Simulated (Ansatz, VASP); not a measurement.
# One calculation of Li2S, two programs

The input POSCAR:

```
Li2S
1.0
    0.0000000000      2.8540007422      2.8540007422
    2.8540007422      0.0000000000      2.8540007422
    2.8540007422      2.8540007422      0.0000000000
Li S
2 1
Direct
    0.2500000000      0.2500000000      0.2500000000
    0.7500000000      0.7500000000      0.7500000000
    0.0000000000      0.0000000000      0.0000000000
```

Contents of INCAR.step1:

```
ALGO = Normal
EDIFF = 1E-5
ENCUT = 650
GGA = PE
GGA_COMPAT = False
ISIF = 2
ISMEAR = 0
LASPH = True
LCHARG = False
LREAL = False
LWAVE = True
NBANDS = 13
NELM = 120
PREC = Accurate
SIGMA = 0.05
```

Contents of INCAR.step2:

```
AEXX = 0.15
ALGO = Normal
EDIFF = 1E-6
ENCUT = 650
GGA = PE
GGA_COMPAT = False
HFSCREEN = 0.20787
ISIF = 2
ISMEAR = 0
ISTART = 1
LASPH = True
LCHARG = False
LHFCALC = True
LREAL = False
LWAVE = False
NBANDS = 13
NELM = 120
PREC = Accurate
PRECFOCK = Normal
SIGMA = 0.05
```

File KPOINTS:

```
k-points
0
Gamma
  4 4 4
```

Input for Ansatz:

```yaml
crystal:
  lattice:
    - [0.0, 2.8540007422, 2.8540007422]
    - [2.8540007422, 0.0, 2.8540007422]
    - [2.8540007422, 2.8540007422, 0.0]
  atoms:
    - { symbol: Li, position: [0.25, 0.25, 0.25] }
    - { symbol: Li, position: [0.75, 0.75, 0.75] }
    - { symbol: S, position: [0.0, 0.0, 0.0] }
basis:
  ecutwfc: 420
  ecutrho_ratio: 4
kpoints:
  mp_grid: { grid: [4, 4, 4] }
hamiltonian:
  xc: { preset: hse06, exx: { coeff: 0.15, omega: 0.20787 } }
scf:
  occupations: { method: gaussian, width: 0.05 }
  n_extra_bands: 10
output:
  forces: true
  stress: true
  eigenvalues: true
  populations: true
  dos: { projected: true, de: 0.02 }
```

Alike in both runs: task single point; functional PBE-based screened hybrid; k mesh 4 × 4 × 4; occupations gaussian, width 0.05 eV; no spin polarisation.

|  | VASP | Ansatz |
| --- | --- | --- |
| version | VASP 6.6.1 | Ansatz 0.2.0 |
| potentials or method | VASP PAW PBE potentials, release 64 (Li_sv, S), cutoff 650 eV | scalar-relativistic, plane waves, PAW |
| valence electrons in the cell | 12 | 12 |

|  | VASP | Ansatz | Ansatz less VASP |
| --- | --- | --- | --- |
| gap on the k mesh at the Fermi level (eV) | 3.95 | 3.96 | +0.004 |
| least direct gap on the mesh (eV) | 4.87 | 4.87 | -0.005 |
| pressure (GPa) | -0.6 | -0.4 | +0.17 |

VASP's potentials were made for PBE, not for PBE-based screened hybrid. With one functional, cell and mesh, what is left measures potentials, basis and numerics. Ansatz's warnings: stress exchange threshold loose, stress scf threshold loose.

The k mesh is coarse, so the values compare programs but aren't converged.
